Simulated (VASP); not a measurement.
Here is a VASP 6.6.1 calculation.

File INCAR:

```
ALGO = Normal
EDIFF = 1E-6
EDIFFG = -0.01
ENCUT = 600
GGA = CA
IBRION = 2
ISIF = 3
ISMEAR = 1
LASPH = T
LCHARG = F
LREAL = F
LWAVE = F
NELM = 100
NSW = 60
PREC = Accurate
SIGMA = 0.02
```

The input KPOINTS:

```
k-points
0
Gamma
  7 7 4
```

The input POSCAR:

```
YSc
1.0
    3.5201660000      0.0000000000      0.0000000000
   -1.7600830000      3.0485530000      0.0000000000
    0.0000000000      0.0000000000      5.4041160000
Y Sc
1 1
Direct
    0.0000000000      0.0000000000      0.0000000000
    0.3333333333      0.6666666667      0.5000000000
```

Potentials or basis: VASP PAW LDA potentials, release 64 (Y_sv, Sc_sv).

Run with:

```sh
$ cat potpaw_LDA.64/Y_sv/POTCAR potpaw_LDA.64/Sc_sv/POTCAR > POTCAR
$ mpirun -np 1 vasp_std > vasp.out
```

**Question.** What does it give for the relaxed volume?

**Answer.** 26.26 Å³/atom.

**Question.** Estimate the relaxed cell.

**Answer.** a = 3.399 Å, b = 3.399 Å, c = 5.249 Å, α = 90.00°, β = 90.00°, γ = 120.00°.

**Question.** Predict the band gap on the k mesh.

**Answer.** Zero (band 11 reaches 4.82 eV, above the bottom of band 12 at 3.13 eV).

Final structure:
```yaml
crystal:
  lattice:
    - [3.39904, 0.00000, 0.00000]
    - [-1.69952, 2.94365, 0.00000]
    - [0.00000, 0.00000, 5.24886]
  atoms:
    - { symbol: Y, position: [0.00000, 0.00000, 0.00000] }
    - { symbol: Sc, position: [0.33333, 0.66667, 0.50000] }
```
